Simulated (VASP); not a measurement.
# ZrSc3F2 (P6/mmm) in VASP: single point with PBE

Aim: the single point of ZrSc3F2 with PBE.

Program: VASP 6.6.1. These are calculated values, not measurements. Logs are shortened: lines on timing, memory, paths and dates and some standing lists are left out, and cuts for length are marked.

## (1) The cell of the first run

Symmetry: P6/mmm, No. 191, hexagonal system. Conventional cell: a = 5.320 Å, b = 5.320 Å, c = 8.222 Å, α = 90.00°, β = 90.00°, γ = 120.00°. Zr (site symmetry 6/mmm) has 2 F at 2.17 Å within 2.9 Å. Sc (site symmetry -6m2) has 3 Zr at 3.07 Å and 3 Sc at 3.07 Å and 6 F at 3.76 Å within 4.0 Å. Sc (site symmetry 6/mmm) has 2 F at 1.94 Å within 2.6 Å. F (site symmetry 6mm) has 1 Sc at 1.94 Å and 1 Zr at 2.17 Å within 2.6 Å.

The cell was generated, and may not be a known phase.

## (2) Single point, PBE, collinear spin

File INCAR:

```
SYSTEM = ZrSc3F2
PREC = Accurate ; ENCUT = 520
EDIFF = 1E-6 ; ISMEAR = 0
SIGMA = 0.1 ; LREAL = .False.
LASPH = .True. ; NELM = 150
ALGO = Normal ; ISIF = 2
LWAVE = .False. ; LCHARG = .False.
ISPIN = 2 ; MAGMOM = 1 1 1 1 0 0
LORBIT = 11 ; LMAXMIX = 4
GGA = PE ; NBANDS = 42
```

File KPOINTS:

```
regular mesh
0
Gamma
  6 6 2
  0 0 0
```

File POSCAR:

```
ZrSc3F2
1.0
    5.3201126930      0.0000000000      0.0000000000
   -2.6600563465      4.6073527432      0.0000000000
    0.0000000000      0.0000000000      8.2219608675
Zr Sc F
1 3 2
Direct
    0.0000000000      0.0000000000      0.0000000000
    0.3333333333      0.6666666667      0.0000000000
    0.6666666667      0.3333333333      0.0000000000
    0.0000000000      0.0000000000      0.5000000000
    0.0000000000      0.0000000000      0.7355793800
    0.0000000000      0.0000000000      0.2644206200
```

Potentials or basis: VASP PAW PBE potentials, release 64 (Zr_sv, Sc_sv, F).

Run with:

```bash
$ cat potpaw_PBE.64/Zr_sv/POTCAR potpaw_PBE.64/Sc_sv/POTCAR potpaw_PBE.64/F/POTCAR > POTCAR
$ mpirun -np 1 vasp_std > vasp.out
```

OUTCAR:

```text
SYSTEM = ZrSc3F2
   PREC = Accurate
   ENCUT = 520
   EDIFF = 1E-6
   ISMEAR = 0
   LREAL = .False.
   LASPH = .True.
   NELM = 150
   ISIF = 2
   ISPIN = 2
   LORBIT = 11
   GGA = PE

 ion  position               nearest neighbor table
   1  0.000  0.000  0.000-   5 2.17   6 2.17   2 3.07   3 3.07   3 3.07   2 3.07   3 3.07   2 3.07

   2  0.333  0.667  0.000-   1 3.07   3 3.07   3 3.07   1 3.07   1 3.07   3 3.07
   3  0.667  0.333  0.000-   2 3.07   1 3.07   2 3.07   1 3.07   1 3.07   2 3.07
   4  0.000  0.000  0.500-   5 1.94   6 1.94
   5  0.000  0.000  0.736-   4 1.94   1 2.17
   6  0.000  0.000  0.264-   4 1.94   1 2.17

  LATTYP: Found a hexagonal cell.
 ALAT       =     5.3201126930
 C/A-ratio  =     1.5454486290

  Lattice vectors:

 A1 = (   5.3201126930,   0.0000000000,   0.0000000000)
 A2 = (  -2.6600563465,   4.6073527432,   0.0000000000)
 A3 = (   0.0000000000,   0.0000000000,   8.2219608675)

Analysis of symmetry for initial positions (statically):
=====================================================================
 Subroutine PRICEL returns:
 Original cell was already a primitive cell.

 Routine SETGRP: Setting up the symmetry group for a
 hexagonal supercell.

 Subroutine GETGRP returns: Found 24 space group operations
 (whereof 24 operations were pure point group operations)
 out of a pool of 24 trial point group operations.

The static configuration has the point symmetry D_6h.

Analysis of symmetry for dynamics (positions and initial velocities):
=====================================================================
 Subroutine PRICEL returns:
 Original cell was already a primitive cell.

 Routine SETGRP: Setting up the symmetry group for a
 hexagonal supercell.

 Subroutine GETGRP returns: Found 24 space group operations
 (whereof 24 operations were pure point group operations)
 out of a pool of 24 trial point group operations.

The dynamic configuration has the point symmetry D_6h.

Analysis of structural, dynamic, and magnetic symmetry:
=====================================================================
 Subroutine PRICEL returns:
 Original cell was already a primitive cell.

 Routine SETGRP: Setting up the symmetry group for a
 hexagonal supercell.

 Subroutine GETGRP returns: Found 24 space group operations
 (whereof 24 operations were pure point group operations)
 out of a pool of 24 trial point group operations.

The overall configuration has the point symmetry D_6h.

 Subroutine INISYM returns: Found 24 space group operations
 (whereof 24 operations are pure point group operations),
 and found     1 'primitive' translations

----------------------------------------------------------------------------------------

                                     Primitive cell

  volume of cell :     201.5337

  direct lattice vectors                    reciprocal lattice vectors
     5.320112693  0.000000000  0.000000000     0.187965943  0.108522188  0.000000000
    -2.660056346  4.607352743  0.000000000     0.000000000  0.217044376  0.000000000
     0.000000000  0.000000000  8.221960867     0.000000000  0.000000000  0.121625488

  length of vectors
     5.320112693  5.320112693  8.221960867     0.217044376  0.217044376  0.121625488

  position of ions in fractional coordinates (direct lattice)
     0.000000000  0.000000000  0.000000000
     0.333333333  0.666666667  0.000000000
     0.666666667  0.333333333  0.000000000
     0.000000000  0.000000000  0.500000000
     0.000000000  0.000000000  0.735579380
     0.000000000  0.000000000  0.264420620

  ion indices of the primitive-cell ions
   primitive index   ion index
                 1           1
                 2           2
                 3           3
                 4           4
                 5           5
                 6           6

----------------------------------------------------------------------------------------

[... 33 lines left out ...]
  0.000000  0.000000  0.500000      1.000000
  0.166667 -0.000000  0.500000      6.000000
  0.333333 -0.000000  0.500000      6.000000
  0.500000 -0.000000  0.500000      3.000000
  0.166667  0.166667  0.500000      6.000000
  0.333333  0.166667  0.500000     12.000000
  0.333333  0.333333  0.500000      2.000000
   k-points           NKPTS =     14   k-points in BZ     NKDIM =     14   number of bands    NBANDS=     42
   number of dos      NEDOS =    301   number of ions     NIONS =      6
   total plane-waves  NPLWV = 102400
   dimension x,y,z NGX =    40 NGY =   40 NGZ =   64
   dimension x,y,z NGXF=    80 NGYF=   80 NGZF=  128
   ions per type =               1   3   2
   NGX,Y,Z   is equivalent  to a cutoff of  12.50, 12.50, 12.94 a.u.
   NGXF,Y,Z  is equivalent  to a cutoff of  25.00, 25.00, 25.88 a.u.
 SYSTEM =  ZrSc3F2
   PREC   = accura    normal or accurate (medium, high low for compatibility)
   ISTART =      0    job   : 0-new  1-cont  2-samecut
   ICHARG =      2    charge: 1-file 2-atom 10-const
   ISPIN  =      2    spin polarized calculation?
   LNONCOLLINEAR =      F non collinear calculations
   LSORBIT =      F    spin-orbit coupling
   LASPH  =      T    aspherical Exc in radial PAW
   ENCUT  =  520.0 eV  38.22 Ry    6.18 a.u.   9.89  9.89 15.29*2*pi/ulx,y,z
   NELM   =    150;   NELMIN=  2; NELMDL= -5     # of ELM steps
   EDIFF  = 0.1E-05   stopping-criterion for ELM
   LREAL  =      F    real-space projection
   EDIFFG = 0.1E-04   stopping-criterion for IOM
   NSW    =      0    number of steps for IOM
   IBRION =     -1    ionic relax: 0-MD 1-quasi-New 2-CG
   NFREE  =      0    steps in history (QN), initial steepest desc. (CG)
   ISIF   =      2    stress and relaxation
   ISYM   =      2    0-nonsym 1-usesym 2-fastsym
   POTIM  = 0.5000    time-step for ionic-motion
   TEBEG  =    0.0;   TEEND  =   0.0 temperature during run
   PSTRESS=    0.0 pullay stress
   NELECT =      59.0000    total number of electrons
   NUPDOWN=      -1.0000    fix difference up-down
   EMIN   =  10.00;   EMAX   =-10.00  energy-range for DOS
   EFERMI =   0.00;   METHOD = LEGACY
   ISMEAR =     0;   SIGMA  =   0.10  broadening in eV -4-tet -1-fermi 0-gaus
   EFERMI_NEDOS =   21; number of points for ismear=-14 and -15
   IALGO  =     38    algorithm
   IMIX   =      4    mixing-type and parameters
     AMIX     =   0.40;   BMIX     =  1.00
     AMIX_MAG =   1.60;   BMIX_MAG =  1.00
  volume/ion in A,a.u.               =      33.59       226.67
  Fermi-wavevector in a.u.,A,eV,Ry     =   1.087034  2.054195 16.077214  1.181642
  Thomas-Fermi vector in A             =   2.223184
   LORBIT       =     11    0 simple, 1 ext, 2 COOP (PROOUT), +10 PAW based schemes
   GGA     = PE    functional components
   LHFCALC =     F    Hartree Fock is set to
   AEXX    =    0.0000 exact exchange contribution
   IVDW    =     0    specifies the selected vdW correction
   LEPSILON=     F    determine dielectric tensor
   LRPA    =     F    only Hartree local field effects (RPA)
 spin polarized calculation
 Gauss-broadening in eV      SIGMA  =   0.10
  energy-cutoff  :      520.00
  volume of cell :      201.53
 maximum number of plane-waves:      5452
 NGX is ok and might be reduce to    40
   NGX = 19   NGY = 19   NGZ = 31

 number of electron      59.0000004 magnetization       2.2919090

 Free energy of the ion-electron system (eV)
  ---------------------------------------------------
  ext. energy  EPLUGINS =         0.00000000
  ---------------------------------------------------
  free energy    TOTEN  =       -34.69528836 eV

  energy without entropy =      -34.63921063  energy(sigma->0) =      -34.66724950

 E-fermi :   1.7009     XC(G=0):  -7.4204

 val. band max:        1.6906611813   @ k =   0.3333   0.3333   0.5000
 cond. band min:       1.7026253393   @ k =   0.1667   0.1667   0.0000
 fundamental gap:      0.0119641580
 Fermi energy:         1.7008999686

 spin component 1

 k-point     1 :       0.0000    0.0000    0.0000
  band No.  band energies     occupation
      1     -49.4965      1.00000
      2     -48.1972      1.00000
      3     -48.1309      1.00000
      4     -47.4921      1.00000
      5     -28.7383      1.00000
      6     -28.0640      1.00000
[... 605 lines left out ...]
     40       3.2648      0.00000
     41       3.7203      0.00000
 Fermi energy:         1.7008999686

 spin component 2

 k-point     1 :       0.0000    0.0000    0.0000
  band No.  band energies     occupation
      1     -49.8345      1.00000
      2     -47.8070      1.00000
      3     -47.7393      1.00000
      4     -47.1577      1.00000
      5     -28.8662      1.00000
      6     -28.4989      1.00000
[... 605 lines left out ...]
     40       3.4839      0.00000
     41       3.5849      0.00000
 [bands above 41 left out]

------------------------ aborting loop because EDIFF is reached ----------------------------------------

  FORCE on cell =-STRESS in cart. coord.  units (eV):
  Direction    XX          YY          ZZ          XY          YZ          ZX
  --------------------------------------------------------------------------------------
  -------------------------------------------------------------------------------------
  Total        0.8623154      0.8623154      0.8279506      0.0000000      0.0000000      0.0000000
  in kB        6.8553404      6.8553404      6.5821432      0.0000000      0.0000000      0.0000000
  external PRESSURE =       6.7642747 kB  Pullay stress =       0.0000000 kB

 VOLUME and BASIS-vectors are now :
 -----------------------------------------------------------------------------
  energy-cutoff  :      520.00
  volume of cell :      201.53
      direct lattice vectors                 reciprocal lattice vectors
     5.320112693  0.000000000  0.000000000     0.187965943  0.108522188  0.000000000
    -2.660056346  4.607352743  0.000000000     0.000000000  0.217044376  0.000000000
     0.000000000  0.000000000  8.221960867     0.000000000  0.000000000  0.121625488

 POSITION                                       TOTAL-FORCE (eV/Angst)
 -----------------------------------------------------------------------------------
      0.00000      0.00000      0.00000         0.000000     -0.000000      0.000000
     -0.00000      3.07157      0.00000        -0.000000     -0.000000      0.000000
      2.66006      1.53578      0.00000         0.000000      0.000000     -0.000000
      0.00000      0.00000      4.11098         0.000000     -0.000000      0.000000
      0.00000      0.00000      6.04790        -0.000000     -0.000000      0.249021
      0.00000      0.00000      2.17406        -0.000000      0.000000     -0.249021
 -----------------------------------------------------------------------------------
    total drift:                                0.000000     -0.000000      0.000000

  FREE ENERGIE OF THE ION-ELECTRON SYSTEM (eV)
  ---------------------------------------------------
  free  energy   TOTEN  =       -34.6952883645 eV

  energy  without entropy=      -34.6392106320  energy(sigma->0) =      -34.66724950

 total charge

# of ion       s       p       d       tot
------------------------------------------
    1        2.226   5.927   1.712   9.865
    2        2.301   6.063   1.083   9.447
    3        2.301   6.063   1.083   9.447
    4        2.228   6.094   0.998   9.320
    5        1.743   4.368   0.000   6.111
    6        1.743   4.368   0.000   6.111
--------------------------------------------------
tot         12.542  32.883   4.877  50.302

 magnetization (x)

# of ion       s       p       d       tot
------------------------------------------
    1        0.004   0.008   0.533   0.545
    2        0.009   0.035   0.443   0.487
    3        0.009   0.035   0.443   0.487
    4       -0.034  -0.003  -0.344  -0.381
    5        0.002   0.038   0.000   0.040
    6        0.002   0.038   0.000   0.040
--------------------------------------------------
tot         -0.007   0.151   1.075   1.219
```

Wall time 4.7 min (1 thread of Intel Xeon 6975P-C (Granite Rapids), shared host); peak memory 0.5 GiB.

Results:

```yaml
Free_energy: -34.6953 eV
Pressure: 0.7 GPa
Largest_force: 0.249 eV/Å
Net_moment: 2.29 μB per cell
Site_moments: Zr +0.55; Sc +0.49, -0.38 (each value once); F +0.04 μB
Valence_electrons_inside_the_program's_atomic_spheres: Zr 9.87; Sc 9.45, 9.32 (each value once); F 6.11
```

Forces in eV/Å, atoms in the order of the input:
```
Zr   0.000  0.000  0.000
Sc   0.000  0.000  0.000
Sc   0.000  0.000  0.000
Sc   0.000  0.000  0.000
F    0.000  0.000  0.249
F    0.000  0.000 -0.249
```

Caveat: the k points lie up to 0.38 Å⁻¹ apart.
